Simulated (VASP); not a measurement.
# Os3Pd (I4/mmm) in VASP: single point with PBE

Aim: the single point of Os3Pd with PBE.

Program: VASP 6.6.1. These are calculated values, not measurements. Logs are shortened: lines on timing, memory, paths and dates and some standing lists are left out, and cuts for length are marked.

## 1. The cell of the first run

The structure is tetragonal, space group I4/mmm (No. 139). The conventional cell has a = 3.845 Å, b = 3.845 Å, c = 7.816 Å, α = 90.00°, β = 90.00°, γ = 90.00°. Pd (site symmetry 4/mmm) has 12 Os at 2.72 to 2.74 Å within 3.6 Å. Within 3.6 Å of Os (site symmetry 4/mmm) lie 4 Pd at 2.72 Å and 8 Os at 2.74 Å. Within 3.6 Å of Os (site symmetry -4m2) lie 8 Os at 2.72 to 2.74 Å and 4 Pd at 2.74 Å.

## 2. Single point, PBE

Input file INCAR:

```
PREC     = Accurate       # precision mode
ENCUT    = 520            # plane-wave cutoff, eV
EDIFF    = 1E-7           # SCF threshold, eV
ISMEAR   = 0              # smearing method
SIGMA    = 0.1            # smearing width, eV
LREAL    = False          # projectors in reciprocal space
LASPH    = True           # aspherical terms in the spheres
NELM     = 80             # most SCF steps
ALGO     = Fast           # electronic algorithm
ISIF     = 2              # what is computed and relaxed
LWAVE    = False          # write WAVECAR
LCHARG   = False          # write CHGCAR
GGA      = PE             # functional
NBANDS   = 25             # bands
```

Input file KPOINTS:

```
Automatic mesh
0
Gamma
  16 16 16
```

Input file POSCAR:

```
Os3Pd
1.0
   -1.9225916350      1.9225916350      3.9079913709
    1.9225916350     -1.9225916350      3.9079913709
    1.9225916350      1.9225916350     -3.9079913709
Pd Os
1 3
Direct
    0.0000000000      0.0000000000      0.0000000000
    0.5000000000      0.5000000000      0.0000000000
    0.2500000000      0.7500000000      0.5000000000
    0.7500000000      0.2500000000      0.5000000000
```

Potentials or basis: VASP PAW PBE potentials, release 64 (Pd, Os).

Started as:

```console
$ cat potpaw_PBE.64/Pd/POTCAR potpaw_PBE.64/Os/POTCAR > POTCAR
$ mpirun -np 1 vasp_std > vasp.out
```

OUTCAR:

```text
PREC = Accurate
   ENCUT = 520
   EDIFF = 1E-7
   ISMEAR = 0
   LREAL = False
   LASPH = True
   NELM = 80
   ISIF = 2
   GGA = PE

 ion  position               nearest neighbor table
   1  0.000  0.000  0.000-   2 2.72   2 2.72   2 2.72   2 2.72   4 2.74   3 2.74   4 2.74   3 2.74
                             4 2.74   4 2.74   3 2.74   3 2.74
   2  0.500  0.500  0.000-   1 2.72   1 2.72   1 2.72   1 2.72   4 2.74   3 2.74   4 2.74   4 2.74
                             3 2.74   3 2.74   4 2.74   3 2.74
   3  0.250  0.750  0.500-   4 2.72   4 2.72   4 2.72   4 2.72   2 2.74   1 2.74   2 2.74   2 2.74
                             1 2.74   1 2.74   2 2.74   1 2.74
   4  0.750  0.250  0.500-   3 2.72   3 2.72   3 2.72   3 2.72   2 2.74   1 2.74   2 2.74   1 2.74
                             2 2.74   2 2.74   1 2.74   1 2.74

  LATTYP: Found a body centered tetragonal cell.
 ALAT       =     3.8451832700
 C/A-ratio  =     2.0326684563

  Lattice vectors:

 A1 = (  -1.9225916350,   1.9225916350,   3.9079913709)
 A2 = (   1.9225916350,  -1.9225916350,   3.9079913709)
 A3 = (   1.9225916350,   1.9225916350,  -3.9079913709)

Analysis of symmetry for initial positions (statically):
=====================================================================
 Subroutine PRICEL returns:
 Original cell was already a primitive cell.

 Routine SETGRP: Setting up the symmetry group for a
 body centered tetragonal supercell.

 Subroutine GETGRP returns: Found 16 space group operations
 (whereof 16 operations were pure point group operations)
 out of a pool of 16 trial point group operations.

The static configuration has the point symmetry D_4h.

Analysis of symmetry for dynamics (positions and initial velocities):
=====================================================================
 Subroutine PRICEL returns:
 Original cell was already a primitive cell.

 Routine SETGRP: Setting up the symmetry group for a
 body centered tetragonal supercell.

 Subroutine GETGRP returns: Found 16 space group operations
 (whereof 16 operations were pure point group operations)
 out of a pool of 16 trial point group operations.

The dynamic configuration has the point symmetry D_4h.

 Subroutine INISYM returns: Found 16 space group operations
 (whereof 16 operations are pure point group operations),
 and found     1 'primitive' translations

----------------------------------------------------------------------------------------

                                     Primitive cell

  volume of cell :      57.7813

  direct lattice vectors                    reciprocal lattice vectors
    -1.922591635  1.922591635  3.907991371     0.000000000  0.260065628  0.127942964
     1.922591635 -1.922591635  3.907991371     0.260065628  0.000000000  0.127942964
     1.922591635  1.922591635 -3.907991371     0.260065628  0.260065628  0.000000000

  length of vectors
     4.760789194  4.760789194  4.760789194     0.289833629  0.289833629  0.367788338

  position of ions in fractional coordinates (direct lattice)
     0.000000000  0.000000000  0.000000000
     0.500000000  0.500000000  0.000000000
     0.250000000  0.750000000  0.500000000
     0.750000000  0.250000000  0.500000000

  ion indices of the primitive-cell ions
   primitive index   ion index
                 1           1
                 2           2
                 3           3
                 4           4

----------------------------------------------------------------------------------------

 KPOINTS: Automatic mesh

Automatic generation of k-mesh.
 Grid dimensions read from file:
 generate k-points for:   16   16   16

 Generating k-lattice:

  Cartesian coordinates                     Fractional coordinates (reciprocal lattice)
     0.000000000  0.016254102  0.007996435     0.062500000  0.000000000  0.000000000
     0.016254102  0.000000000  0.007996435     0.000000000  0.062500000  0.000000000
     0.016254102  0.016254102  0.000000000     0.000000000  0.000000000  0.062500000

  Length of vectors
     0.018114602  0.018114602  0.022986771

  Shift w.r.t. Gamma in fractional coordinates (k-lattice)
     0.000000000  0.000000000  0.000000000

 Subroutine IBZKPT returns following result:
 ===========================================

 Found    349 irreducible k-points:

 Following reciprocal coordinates:
            Coordinates               Weight
  0.000000  0.000000  0.000000      1.000000
  0.062500  0.000000 -0.000000      8.000000
  0.125000  0.000000 -0.000000      8.000000
  0.187500  0.000000 -0.000000      8.000000
  0.250000  0.000000 -0.000000      8.000000
  0.312500  0.000000 -0.000000      8.000000
[... 16 lines left out ...]
 -0.125000  0.062500  0.000000     16.000000
 -0.062500  0.062500  0.000000      4.000000
 [... further k-points ...]
   k-points           NKPTS =    349   k-points in BZ     NKDIM =    349   number of bands    NBANDS=     25
   number of dos      NEDOS =    301   number of ions     NIONS =      4
   total plane-waves  NPLWV =  46656
   dimension x,y,z NGX =    36 NGY =   36 NGZ =   36
   dimension x,y,z NGXF=    72 NGYF=   72 NGZF=   72
   ions per type =               1   3
   NGX,Y,Z   is equivalent  to a cutoff of  12.57, 12.57, 12.57 a.u.
   NGXF,Y,Z  is equivalent  to a cutoff of  25.14, 25.14, 25.14 a.u.
 SYSTEM =  unknown system
   PREC   = accura    normal or accurate (medium, high low for compatibility)
   ISTART =      0    job   : 0-new  1-cont  2-samecut
   ICHARG =      2    charge: 1-file 2-atom 10-const
   ISPIN  =      1    spin polarized calculation?
   LNONCOLLINEAR =      F non collinear calculations
   LSORBIT =      F    spin-orbit coupling
   LASPH  =      T    aspherical Exc in radial PAW
   ENCUT  =  520.0 eV  38.22 Ry    6.18 a.u.   8.85  8.85  8.85*2*pi/ulx,y,z
   NELM   =     80;   NELMIN=  2; NELMDL= -5     # of ELM steps
   EDIFF  = 0.1E-06   stopping-criterion for ELM
   LREAL  =      F    real-space projection
   EDIFFG = 0.1E-05   stopping-criterion for IOM
   NSW    =      0    number of steps for IOM
   IBRION =     -1    ionic relax: 0-MD 1-quasi-New 2-CG
   NFREE  =      0    steps in history (QN), initial steepest desc. (CG)
   ISIF   =      2    stress and relaxation
   ISYM   =      2    0-nonsym 1-usesym 2-fastsym
   POTIM  = 0.5000    time-step for ionic-motion
   TEBEG  =    0.0;   TEEND  =   0.0 temperature during run
   PSTRESS=    0.0 pullay stress
   NELECT =      34.0000    total number of electrons
   NUPDOWN=      -1.0000    fix difference up-down
   EMIN   =  10.00;   EMAX   =-10.00  energy-range for DOS
   EFERMI =   0.00;   METHOD = LEGACY
   ISMEAR =     0;   SIGMA  =   0.10  broadening in eV -4-tet -1-fermi 0-gaus
   EFERMI_NEDOS =   21; number of points for ismear=-14 and -15
   IALGO  =     68    algorithm
   IMIX   =      4    mixing-type and parameters
     AMIX     =   0.40;   BMIX     =  1.00
     AMIX_MAG =   1.60;   BMIX_MAG =  1.00
  volume/ion in A,a.u.               =      14.45        97.48
  Fermi-wavevector in a.u.,A,eV,Ry     =   1.371846  2.592412 25.605626  1.881960
  Thomas-Fermi vector in A             =   2.497506
   LORBIT       =      0    0 simple, 1 ext, 2 COOP (PROOUT), +10 PAW based schemes
   GGA     = PE    functional components
   LHFCALC =     F    Hartree Fock is set to
   AEXX    =    0.0000 exact exchange contribution
   IVDW    =     0    specifies the selected vdW correction
   LEPSILON=     F    determine dielectric tensor
   LRPA    =     F    only Hartree local field effects (RPA)
 non-spin polarized calculation
 RMM-DIIS sequential band-by-band and
 Gauss-broadening in eV      SIGMA  =   0.10
  energy-cutoff  :      520.00
  volume of cell :       57.78
 maximum number of plane-waves:      1571
   NGX = 17   NGY = 17   NGZ = 17

 number of electron      34.0000001 magnetization

 Free energy of the ion-electron system (eV)
  ---------------------------------------------------
  ext. energy  EPLUGINS =         0.00000000
  ---------------------------------------------------
  free energy    TOTEN  =       -37.69176472 eV

  energy without entropy =      -37.67018890  energy(sigma->0) =      -37.68097681

 E-fermi :   9.4735     XC(G=0): -13.7560

 val. band max:        9.4691795788   @ k =  -0.3125   0.1875   0.0625
 cond. band min:       9.4757437365   @ k =   0.4375   0.0625   0.0625
 fundamental gap:      0.0065641577
 Fermi energy:         9.4735116568

 k-point     1 :       0.0000    0.0000    0.0000
  band No.  band energies     occupation
      1      -0.5862      2.00000
      2       2.3279      2.00000
      3       2.8816      2.00000
      4       3.7238      2.00000
      5       3.8675      2.00000
      6       4.8240      2.00000
[... 17 lines left out ...]
     24      18.6264      0.00000
     25      19.0456      0.00000

 k-point     2 :       0.0625    0.0000   -0.0000
  band No.  band energies     occupation
      1      -0.5154      2.00000
      2       2.3774      2.00000
      3       2.9251      2.00000
      4       3.7375      2.00000
      5       3.8815      2.00000
      6       4.7264      2.00000
[... 17 lines left out ...]
     24      17.9512      0.00000
     25      18.6000      0.00000

 k-point     3 :       0.1250    0.0000   -0.0000
  band No.  band energies     occupation
      1      -0.3058      2.00000
      2       2.5239      2.00000
      3       3.0544      2.00000
      4       3.7651      2.00000
      5       3.9132      2.00000
      6       4.5553      2.00000
[... 552 lines left out ...]
 k-point    23 :      -0.1250    0.0625    0.0000
  band No.  band energies     occupation
      1      -0.2904      2.00000
      2       2.5382      2.00000
      3       3.0816      2.00000
      4       3.8609      2.00000
      5       4.0269      2.00000
      6       4.5770      2.00000
[... 17 lines left out ...]
     24      17.1914      0.00000
     25      18.4175      0.00000

 k-point    24 :      -0.0625    0.0625    0.0000
  band No.  band energies     occupation
      1      -0.4722      2.00000
      2       2.4119      2.00000
      3       2.9588      2.00000
      4       3.7891      2.00000
      5       3.9451      2.00000
      6       4.7238      2.00000
[... 17 lines left out ...]
     24      17.7642      0.00000
     25      18.3120      0.00000

 [... further k-points ...]

------------------------ aborting loop because EDIFF is reached ----------------------------------------

  FORCE on cell =-STRESS in cart. coord.  units (eV):
  Direction    XX          YY          ZZ          XY          YZ          ZX
  --------------------------------------------------------------------------------------
  -------------------------------------------------------------------------------------
  Total       -0.1301692     -0.1301692     -0.1276708      0.0000000      0.0000000      0.0000000
  in kB       -3.6093687     -3.6093687     -3.5400903      0.0000000      0.0000000      0.0000000
  external PRESSURE =      -3.5862759 kB  Pullay stress =       0.0000000 kB

 VOLUME and BASIS-vectors are now :
 -----------------------------------------------------------------------------
  energy-cutoff  :      520.00
  volume of cell :       57.78
      direct lattice vectors                 reciprocal lattice vectors
    -1.922591635  1.922591635  3.907991371     0.000000000  0.260065628  0.127942964
     1.922591635 -1.922591635  3.907991371     0.260065628  0.000000000  0.127942964
     1.922591635  1.922591635 -3.907991371     0.260065628  0.260065628  0.000000000

 POSITION                                       TOTAL-FORCE (eV/Angst)
 -----------------------------------------------------------------------------------
      0.00000      0.00000      0.00000         0.000000     -0.000000      0.000000
      0.00000      0.00000      3.90799         0.000000     -0.000000      0.000000
      1.92259     -0.00000      1.95400        -0.000000      0.000000     -0.000000
     -0.00000      1.92259      1.95400         0.000000     -0.000000     -0.000000
 -----------------------------------------------------------------------------------
    total drift:                               -0.000000      0.000000      0.000000

  FREE ENERGIE OF THE ION-ELECTRON SYSTEM (eV)
  ---------------------------------------------------
  free  energy   TOTEN  =       -37.6917647204 eV

  energy  without entropy=      -37.6701889003  energy(sigma->0) =      -37.68097681
```

Wall time 26 min (1 thread of AMD EPYC 7R43 (Zen 3), shared host); peak memory 0.53 GiB.

What came out:

```
Free energy            : -37.6918 eV
Pressure               : -0.4 GPa
Band gap on the k mesh : zero (bands 17 and 18 overlap by 1.95 eV)
```

Caveat: spin-orbit coupling is left out, which moves the levels of the heavy elements.
